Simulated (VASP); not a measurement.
# SrTl in VASP: a series of runs, part 2 of 2

VASP 6.6.1. The steps go on from the part before.

**5. Single point, PBE**

This run uses another cell than the first one.

INCAR

```
SYSTEM = SrTl
ALGO = Normal
DIPOL = 0.5 0.5 0.500
EDIFF = 1E-6
ENCUT = 520
GGA = PE
IDIPOL = 3
ISIF = 2
ISMEAR = 0
LASPH = .True.
LCHARG = .True.
LDIPOL = .True.
LELF = .True.
LREAL = .False.
LVACPOTAV = .True.
LVHAR = .True.
LWAVE = .False.
NBANDS = 18
NELM = 100
PREC = Accurate
SIGMA = 0.1
```

KPOINTS

```
k-points
0
Gamma
  4 4 1
  0 0 0
```

POSCAR

```
SrTl
1.0
    5.2687590000      0.0000000000      0.0000000000
    0.0000000000      5.2687590000      0.0000000000
    0.0000000000      0.0000000000     14.0000000000
Sr Tl
1 1
Direct
    0.0000000000      0.0000000000      0.5000000000
    0.5000000000      0.5000000000      0.5000000000
```

Potentials or basis: VASP PAW PBE potentials, release 64 (Sr_sv, Tl_d).

Launch:

```console
> cat potpaw_PBE.64/Sr_sv/POTCAR potpaw_PBE.64/Tl_d/POTCAR > POTCAR
> mpirun -np 1 vasp_std > vasp.out
```

OUTCAR:

```text
SYSTEM = SrTl
   EDIFF = 1E-6
   ENCUT = 520
   GGA = PE
   ISIF = 2
   ISMEAR = 0
   LASPH = .True.
   LREAL = .False.
   NELM = 100
   PREC = Accurate

 ion  position               nearest neighbor table
   1  0.000  0.000  0.500-   2 3.73   2 3.73   2 3.73   2 3.73
   2  0.500  0.500  0.500-   1 3.73   1 3.73   1 3.73   1 3.73

  LATTYP: Found a simple tetragonal cell.
 ALAT       =     5.2687590000
 C/A-ratio  =     2.6571722108

  Lattice vectors:

 A1 = (   5.2687590000,   0.0000000000,   0.0000000000)
 A2 = (   0.0000000000,   5.2687590000,   0.0000000000)
 A3 = (   0.0000000000,   0.0000000000,  14.0000000000)

Analysis of symmetry for initial positions (statically):
=====================================================================
 Subroutine PRICEL returns:
 Original cell was already a primitive cell.

 Routine SETGRP: Setting up the symmetry group for a
 simple tetragonal supercell.

 Subroutine GETGRP returns: Found 16 space group operations
 (whereof 16 operations were pure point group operations)
 out of a pool of 16 trial point group operations.

The static configuration has the point symmetry D_4h.

Analysis of symmetry for dynamics (positions and initial velocities):
[... 142 lines left out ...]

 E-fermi :  -1.5077     XC(G=0):  -2.9200

 val. band max:       -1.5166668810   @ k =   0.2500   0.2500   0.0000
 cond. band min:      -1.5040641069   @ k =   0.2500   0.0000   0.0000
 fundamental gap:      0.0126027741
 Fermi energy:        -1.5077006157

 k-point     1 :       0.0000    0.0000    0.0000
  band No.  band energies     occupation
      1     -38.8158      2.00000
      2     -20.9059      2.00000
      3     -20.6775      2.00000
      4     -20.6775      2.00000
      5     -13.1429      2.00000
      6     -13.0935      2.00000
[... 103 lines left out ...]
      5     -13.1365      2.00000
      6     -13.0968      2.00000
[... 10 lines left out ...]
     17       1.3101      0.00000
     18       1.7380      0.00000

------------------------ aborting loop because EDIFF is reached ----------------------------------------

  FORCE on cell =-STRESS in cart. coord.  units (eV):
  Direction    XX          YY          ZZ          XY          YZ          ZX
  --------------------------------------------------------------------------------------
  -------------------------------------------------------------------------------------
  Total       -2.1043079     -2.1043079     -0.0140039      0.0000000      0.0000000     -0.0000000
  in kB       -8.6751136     -8.6751136     -0.0577316      0.0000000      0.0000000     -0.0000000
  external PRESSURE =      -5.8026529 kB  Pullay stress =       0.0000000 kB

 VOLUME and BASIS-vectors are now :
 -----------------------------------------------------------------------------
  energy-cutoff  :      520.00
  volume of cell :      388.64
      direct lattice vectors                 reciprocal lattice vectors
     5.268759000  0.000000000  0.000000000     0.189798015  0.000000000  0.000000000
     0.000000000  5.268759000  0.000000000     0.000000000  0.189798015  0.000000000
     0.000000000  0.000000000 14.000000000     0.000000000  0.000000000  0.071428571

 POSITION                                       TOTAL-FORCE (eV/Angst)
 -----------------------------------------------------------------------------------
      0.00000      0.00000      7.00000         0.000000      0.000000      0.000000
      2.63438      2.63438      7.00000         0.000000      0.000000      0.000000
 -----------------------------------------------------------------------------------
    total drift:                               -0.000000      0.000000      0.000000

  FREE ENERGIE OF THE ION-ELECTRON SYSTEM (eV)
  ---------------------------------------------------
  free  energy   TOTEN  =        -2.8514898420 eV

  energy  without entropy=       -2.8103905664  energy(sigma->0) =       -2.83094020

 vacuum level on the upper side and lower side of the slab         1.422         1.422
```

OSZICAR:

```text
N       E                     dE             d eps       ncg     rms          rms(c)
DAV:   1     0.144164074500E+03    0.14416E+03   -0.86386E+03   240   0.881E+02
DAV:   2     0.854533652077E+01   -0.13562E+03   -0.13409E+03   226   0.210E+02
DAV:   3    -0.253502388593E+01   -0.11080E+02   -0.10938E+02   358   0.493E+01
[... 11 lines left out ...]
DAV:  15    -0.285137784484E+01   -0.20949E-03   -0.30377E-05   256   0.228E-02    0.982E-03
DAV:  16    -0.285147975101E+01   -0.10191E-03   -0.14836E-05   240   0.121E-02    0.521E-03
DAV:  17    -0.285148705031E+01   -0.72993E-05   -0.10882E-06   214   0.456E-03    0.404E-03
DAV:  18    -0.285148930567E+01   -0.22554E-05   -0.25492E-07   254   0.180E-03    0.719E-04
DAV:  19    -0.285148984205E+01   -0.53638E-06   -0.61622E-08   230   0.959E-04
   1 F= -.28514898E+01 E0= -.28309402E+01  d E =-.410993E-01
```

stdout:

```text
POSCAR found type information on POSCAR SrTl
 POSCAR found :  2 types and       2 ions
 scaLAPACK will be used
 LDA part: xc-table for (Slater+PW92), standard interpolation
 POSCAR, INCAR and KPOINTS ok, starting setup
 FFT: planning ... GRIDC
 FFT: planning ... GRID_SOFT
 FFT: planning ... GRID
 WAVECAR not read
 entering main loop
 -----------------------------------------------------------------------------
|                                                                             |
|           W    W    AA    RRRRR   N    N  II  N    N   GGGG   !!!           |
|           W    W   A  A   R    R  NN   N  II  NN   N  G    G  !!!           |
|           W    W  A    A  R    R  N N  N  II  N N  N  G       !!!           |
|           W WW W  AAAAAA  RRRRR   N  N N  II  N  N N  G  GGG   !            |
|           WW  WW  A    A  R   R   N   NN  II  N   NN  G    G                |
|           W    W  A    A  R    R  N    N  II  N    N   GGGG   !!!           |
|                                                                             |
|     Did not find any points to average over, which means that no vacuum     |
|     field-free region was found. Please increase the size of  your cell     |
|     in the dimension of the dipole correction to obtain accurate            |
|     workfunction values.                                                    |
|                                                                             |
 -----------------------------------------------------------------------------
```

Wall time 39 s (1 thread of Intel Xeon 6975P-C (Granite Rapids), shared host); peak memory 0.43 GiB.

Results:

- Free energy: -2.8515 eV
- Band gap on the k mesh: zero (an odd number of electrons rules out a gap without spin polarisation)

Levels at points of the mesh, in eV from the Fermi level:
| k point | band 9 | band 10 | band 11 | band 12 | band 13 | band 14 |
| --- | --- | --- | --- | --- | --- | --- |
| (0.00, 0.00, 0.00) | -11.48 | -6.36 | -0.14 | 0.64 | 1.31 | 1.32 |
| (0.50, 0.00, 0.00) | -11.47 | -6.00 | -1.60 | 0.17 | 0.42 | 1.69 |
| (0.50, 0.50, 0.00) | -11.46 | -5.95 | -0.40 | -0.40 | 1.06 | 1.24 |

Caveat: spin-orbit coupling is left out, which moves the levels of the heavy elements.

**6. Overview**

```tsv
cell	k mesh	gap on the mesh (eV)
a = 4.790, b = 4.790, c = 23.800 Å, 2 atoms	12 × 12 × 1	none
a = 4.802, b = 4.802, c = 23.800 Å, 2 atoms	12 × 12 × 1	none
a = 4.802, b = 4.802, c = 23.800 Å, 2 atoms	4 × 4 × 1	none
a = 5.269, b = 5.269, c = 14.000 Å, 2 atoms	4 × 4 × 1	none
```

Alike in all rows: task single point; level PBE; potentials or basis VASP PAW PBE potentials, release 64 (Sr_sv, Tl_d); no spin polarisation; cutoff (eV) 520; smearing gaussian 0.1 eV.

Caveats: spin-orbit coupling is left out, which moves the levels of the heavy elements.

Total energies depend on the potentials used, so only differences within one code and one set of settings carry meaning.
